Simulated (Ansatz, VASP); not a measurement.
## TiN: VASP beside Ansatz

```
CELL_PARAMETERS angstrom
0.00000 2.08644 2.08644
2.08644 0.00000 2.08644
2.08644 2.08644 0.00000
ATOMIC_POSITIONS crystal
Ti 0.00000 0.00000 0.00000
N 0.50000 0.50000 0.50000
```

Alike in both runs: functional LDA; k mesh 8 × 8 × 8; occupations gaussian, width 0.1 eV; no spin polarisation.

Ansatz relaxed the structure, and its values are those at the end. VASP's run is a single point on that final structure, the one shown.

|  | VASP | Ansatz |
| --- | --- | --- |
| version | VASP 6.6.1 | Ansatz 0.2.0 |
| potentials or method | VASP PAW LDA potentials, release 64 (Ti_sv, N), cutoff 600 eV | scalar-relativistic, plane waves, PAW |
| valence electrons in the cell | 17 | 17 |

VASP gave:

| Quantity | Value |
| --- | --- |
| gap on the k mesh at the Fermi level (eV) | none |
| pressure (GPa) | 0.9 |

Estimate Ansatz's values.

gap on the k mesh at the Fermi level (eV): none; pressure (GPa): 0.0.

Ansatz warns that its potentials were made for another functional, while VASP's fit it. LDA's correlation is that of Perdew and Zunger in VASP and of Perdew and Wang (1992) in Ansatz. A gap of «none» marks a metal or a gap that the smearing closes.
